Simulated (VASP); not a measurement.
The system is Cu3N.

```
Cu N
1.0
     3.80700    0.00000    0.00000
     0.00000    3.80700    0.00000
     0.00000    0.00000    3.80700
Cu N
3 1
Cartesian
  1.9035 0.0000 0.0000
  0.0000 1.9035 0.0000
  0.0000 0.0000 1.9035
  0.0000 0.0000 0.0000
```

| Quantity | Value |
| --- | --- |
| Program | VASP 6.6.1 |
| Task | relaxation of cell and atoms |
| Functional | PBE |
| Potentials or basis | VASP PAW PBE potentials, release 64 (Cu, N) |
| Cutoff | 600 eV |
| k mesh | 6 × 6 × 6 |
| Occupations | fermi-dirac, width 0.05 eV |
| Spin | no spin polarisation |

At the start: pressure 2.6 GPa; volume 13.79 Å³/atom.

**Question.** How do energy, volume and symmetry change on relaxing?

**Answer.** Over 3 steps the energy falls by 2.4 meV/atom and the volume is 14.10 Å³/atom (+2.2 %); space group Pm-3m (No. 221, to 0.1 Å) before and after.

The path:
```csv
step,energy change (eV),largest force (eV/Å),pressure (GPa),volume (Å³)
1,0.0000,0.0000,2.60,55.18
2,-0.0074,0.0000,-1.17,56.98
3,-0.0096,0.0000,0.00,56.38
```

Final structure:
```xyz
4
Lattice="3.8346 0.0000 0.0000 0.0000 3.8346 0.0000 0.0000 0.0000 3.8346" Properties=species:S:1:pos:R:3 pbc="T T T"
Cu    1.9173    0.0000    0.0000
Cu    0.0000    1.9173    0.0000
Cu    0.0000    0.0000    1.9173
N     0.0000    0.0000    0.0000
```
